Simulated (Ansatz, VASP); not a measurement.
## One calculation of SiO2, two programs

File INCAR:

```
ALGO = Normal
EDIFF = 1E-8
ENCUT = 520
GGA = PS
ISIF = 2
ISMEAR = -1
LASPH = T
LCHARG = F
LEFG = T
LREAL = F
LWAVE = F
NBANDS = 25
NELM = 60
PREC = Accurate
SIGMA = 0.03
```

The input KPOINTS:

```
k-points
0
Gamma
  7 7 7
```

File POSCAR:

```
SiO2
1.0
   -2.3581162984      2.3581162984      3.7188717261
    2.3581162984     -2.3581162984      3.7188717261
    2.3581162984      2.3581162984     -3.7188717261
Si O
2 4
Direct
    0.0000000000      0.0000000000      0.0000000000
    0.7500000000      0.2500000000      0.5000000000
    0.9983800000      0.6250000000      0.8733800000
    0.3750000000      0.2483800000      0.3733800000
    0.7516200000      0.1250000000      0.1266200000
    0.8750000000      0.0016200000      0.6266200000
```

Input for Ansatz:

```yaml
crystal:
  lattice:
    - [-2.3581162984, 2.3581162984, 3.7188717261]
    - [2.3581162984, -2.3581162984, 3.7188717261]
    - [2.3581162984, 2.3581162984, -3.7188717261]
  atoms:
    - { symbol: Si, position: [0.0, 0.0, 0.0] }
    - { symbol: Si, position: [0.75, 0.25, 0.5] }
    - { symbol: O, position: [0.99838, 0.625, 0.87338] }
    - { symbol: O, position: [0.375, 0.24838, 0.37338] }
    - { symbol: O, position: [0.75162, 0.125, 0.12662] }
    - { symbol: O, position: [0.875, 0.00162, 0.62662] }
kpoints:
  mp_grid: { grid: [7, 7, 7] }
scf:
  occupations: { method: fermi_dirac, width: 0.03 }
hamiltonian:
  xc: pbesol
  pseudopotentials: { kind: paw }
output:
  forces: true
  stress: true
  eigenvalues: true
  efg: { contact_densities: true }
  write_density: true
  write_potential: true
  elf: true
  volumetric_format: npy
```

Change from the starting cell: volume scaled by 0.98, PAW files.

Alike in both runs: task electric field gradients; functional PBEsol; k mesh 7 × 7 × 7; occupations fermi-dirac, width 0.03 eV; no spin polarisation.

|  | VASP | Ansatz |
| --- | --- | --- |
| version | VASP 6.6.1 | Ansatz 0.2.0 |
| potentials or method | VASP PAW PBE potentials, release 64 (Si, O) | PAW with Ansatz's default frozen-core files, scalar-relativistic |
| plane-wave cutoff (eV) | 520 | 420 |
| valence electrons in the cell | 32 | 32 |

|  | VASP | Ansatz | Ansatz less VASP |
| --- | --- | --- | --- |
| gap on the k mesh at the Fermi level (eV) | 6.10 | 6.11 | +0.001 |
| pressure (GPa) | 5.3 | 4.7 | -0.63 |
| traceless stress, the component that is largest in VASP (GPa) | -1.22 | -1.29 | -0.074 |
| rms of the force components (eV/Å) | 0.140 | 0.123 | -0.0168 |
| size of Vzz on the site where it differs most (V/Å²) | 80.1 | 84.6 | +4.51 |

VASP's potentials were made for PBE, not for PBEsol. Atom by atom the forces differ by 0.017 eV/Å (rms over components). The functional is the same, so the differences come from potentials, cutoffs and numerics.
